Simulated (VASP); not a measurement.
Runs of VASP 6.6.1 on Ta2C. The structure is that of space group P-3m1 (No. 164), or close to it. The cells are those of the table. 

```tsv
cell	gap on the mesh (eV)	pressure (GPa)	largest force (eV/Å)
a = 2.941, b = 2.941, c = 5.044 Å, angles 90.0, 90.0, 120.0°, 3 atoms	none	27.4	0.61
a = 2.941, b = 2.941, c = 5.167 Å, angles 90.0, 90.0, 120.0°, 3 atoms	none	18.7	0.24
a = 2.941, b = 2.941, c = 4.921 Å, angles 90.0, 90.0, 120.0°, 3 atoms	none	(b)	1.00
a = 3.018, b = 3.018, c = 4.675 Å, angles 90.0, 90.0, 120.0°, 3 atoms	none	37.7	1.15
a = 2.941, b = 2.941, c = 4.798 Å, angles 90.0, 90.0, 120.0°, 3 atoms	none	49.1	1.41
a = 3.018, b = 3.018, c = 4.798 Å, angles 90.0, 90.0, 120.0°, 3 atoms	none	(a)	0.82
a = 2.941, b = 2.941, c = 4.675 Å, angles 90.0, 90.0, 120.0°, 3 atoms	none	62.2	1.82
```

Alike in all rows: task single point; level PBEsol; potentials or basis VASP PAW PBE potentials, release 64 (Ta_pv, C); no spin polarisation; k mesh 18 × 18 × 10; cutoff (eV) 520; smearing gaussian 0.15 eV.

Fill in the values left out.

(a) 26.6; (b) 37.5.

Caveats: the PAW data sets were made with another functional, which shifts forces and pressure a little; spin-orbit coupling is left out, which moves the levels of the heavy elements; the cell stands under pressure (at least some runs); the stress differs along the axes, from 6 to 38 GPa (at least some runs); the stress differs along the axes, from -9 to 33 GPa (at least some runs); the stress differs along the axes, from 23 to 45 GPa (at least some runs); the stress differs along the axes, from 33 to 46 GPa (at least some runs).

A k mesh can miss the band edges, and the runs leave out spin-orbit coupling on Ta.

A gap of «none» marks levels without a gap at the run's occupations.
